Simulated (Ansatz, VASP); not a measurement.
Two plane-wave programs on HfSc2N2

The input INCAR:

```
ALGO = Normal
EDIFF = 1E-7
ENCUT = 520
GGA = PE
ISIF = 2
ISMEAR = 0
LASPH = T
LCHARG = F
LREAL = F
LWAVE = F
NBANDS = 29
NELM = 80
PREC = Accurate
SIGMA = 0.1
```

The input KPOINTS:

```
k-points
0
Gamma
  14 14 14
```

File POSCAR:

```
HfSc2N2
1.0
   -2.0062332350      2.0062332350      4.6739132473
    2.0062332350     -2.0062332350      4.6739132473
    2.0062332350      2.0062332350     -4.6739132473
Hf Sc N
1 2 2
Direct
    0.0000000000      0.0000000000      0.0000000000
    0.6712167030      0.6712167030      0.0000000000
    0.3287832970      0.3287832970      0.0000000000
    0.7500000000      0.2500000000      0.5000000000
    0.2500000000      0.7500000000      0.5000000000
```

Input for Ansatz:

```yaml
crystal:
  lattice:
    - [-2.006233235, 2.006233235, 4.6739132473]
    - [2.006233235, -2.006233235, 4.6739132473]
    - [2.006233235, 2.006233235, -4.6739132473]
  atoms:
    - { symbol: Hf, position: [0.0, 0.0, 0.0] }
    - { symbol: Sc, position: [0.671216703, 0.671216703, 0.0] }
    - { symbol: Sc, position: [0.328783297, 0.328783297, 0.0] }
    - { symbol: "N", position: [0.75, 0.25, 0.5] }
    - { symbol: "N", position: [0.25, 0.75, 0.5] }
basis:
  ecutwfc: 420
kpoints:
  mp_grid: { grid: [14, 14, 14] }
  band_path:
    path:
      - [[0.0, 0.0, 0.0], [0.0, 0.0, 0.5], [0.25, 0.25, 0.25], [0.0, 0.5, 0.0], [0.0, 0.0, 0.0], [0.5, 0.5, -0.5], [0.29606187, 0.70393813, -0.29606187]]
      - [[-0.29606187, 0.29606187, 0.29606187], [0.0, 0.0, 0.0]]
      - [[0.0, 0.0, 0.5], [-0.09212374, 0.09212374, 0.5]]
      - [[0.5, 0.5, -0.09212374], [0.5, 0.5, -0.5]]
    npoints: 14
hamiltonian:
  xc: pbe
scf:
  occupations: { method: gaussian, width: 0.1 }
  n_extra_bands: 12
output:
  forces: true
  stress: true
  eigenvalues: true
  populations: true
  dos: { projected: true, de: 0.02, nscf_kmesh: { grid: [17, 17, 17] } }
  bader: true
```

Alike in both runs: task single point; functional PBE; k mesh 14 × 14 × 14; occupations gaussian, width 0.1 eV; no spin polarisation.

```csv
,VASP,Ansatz
version,VASP 6.6.1,Ansatz 0.2.0
potentials or method,"VASP PAW PBE potentials, release 64 (Hf_pv, Sc_sv, N), cutoff 520 eV","scalar-relativistic, plane waves, PAW"
valence electrons in the cell,42,58
```

|  | VASP | Ansatz | Ansatz less VASP |
| --- | --- | --- | --- |
| gap on the k mesh at the Fermi level (eV) | none | none | - |
| pressure (GPa) | 0.4 | 0.0 | -0.37 |
| traceless stress, the component that is largest in VASP (GPa) | -0.52 | 0.00 | +0.521 |
| rms of the force components (eV/Å) | 0.020 | 0.000 | -0.0195 |

Atom by atom the forces differ by 0.020 eV/Å (rms over components). A gap of «none» marks a metal or a gap that the smearing closes. VASP's potentials hold 42 valence electrons a cell and Ansatz's 58, so a difference there can come from the potentials and not from the codes.

Spin-orbit coupling is off throughout.
